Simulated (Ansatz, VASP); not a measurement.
BN in VASP and in Ansatz

Contents of INCAR:

```
ALGO = Normal
EDIFF = 1E-6
ENCUT = 520
GGA = PE
ISIF = 2
ISMEAR = 0
IVDW = 12
LASPH = True
LCHARG = False
LREAL = False
LWAVE = False
NBANDS = 16
NELM = 60
PREC = Accurate
SIGMA = 0.05
```

The input KPOINTS:

```
k-points
0
Gamma
  12 12 4
```

POSCAR

```
BN
1.0
    2.5061233057      0.0000000000      0.0000000000
   -1.2530616528      2.1703664477      0.0000000000
    0.0000000000      0.0000000000      6.5973571420
B N
2 2
Direct
   -0.0663482428     -0.1326964856      0.4272435932
    0.3333333333      0.6666666667      0.0000000000
    0.0000000000      0.0000000000      0.0000000000
    0.6666666667      0.3333333333      0.5000000000
```

Input for Ansatz:

```yaml
crystal:
  lattice:
    - [2.5061233057, 0.0, 0.0]
    - [-1.2530616528, 2.1703664477, 0.0]
    - [0.0, 0.0, 6.597357142]
  atoms:
    - { symbol: B, position: [-0.0663482428, -0.1326964856, 0.4272435932] }
    - { symbol: B, position: [0.3333333333, 0.6666666667, 0.0] }
    - { symbol: "N", position: [0.0, 0.0, 0.0] }
    - { symbol: "N", position: [0.6666666667, 0.3333333333, 0.5] }
basis:
  ecutwfc: 420
kpoints:
  mp_grid: { grid: [12, 12, 4] }
hamiltonian:
  xc: pbe
  dispersion: d3bj
scf:
  occupations: { method: gaussian, width: 0.05 }
output:
  forces: true
  stress: true
  eigenvalues: true
  write_density: true
  write_potential: true
  elf: true
  volumetric_format: npy
```

Alike in both runs: task single point; functional PBE; dispersion D3(BJ); k mesh 12 × 12 × 4; occupations gaussian, width 0.05 eV; no spin polarisation.

```csv
,VASP,Ansatz
version,VASP 6.6.1,Ansatz 0.2.0
potentials or method,"VASP PAW PBE potentials, release 64 (B, N), cutoff 520 eV","scalar-relativistic, plane waves, PAW"
valence electrons in the cell,16,16
```

|  | VASP | Ansatz | Ansatz less VASP |
| --- | --- | --- | --- |
| gap on the k mesh at the Fermi level (eV) | 0.23 | 0.22 | -0.004 |
| least direct gap on the mesh (eV) | 1.01 | 1.01 | -0.001 |
| pressure (GPa) | 8.2 | 8.2 | 0.00 |
| traceless stress, the component that is largest in VASP (GPa) | -23.93 | -23.91 | +0.017 |
| rms of the force components (eV/Å) | 4.823 | 4.817 | -0.0055 |

Atom by atom the forces differ by 0.006 eV/Å (rms over components).
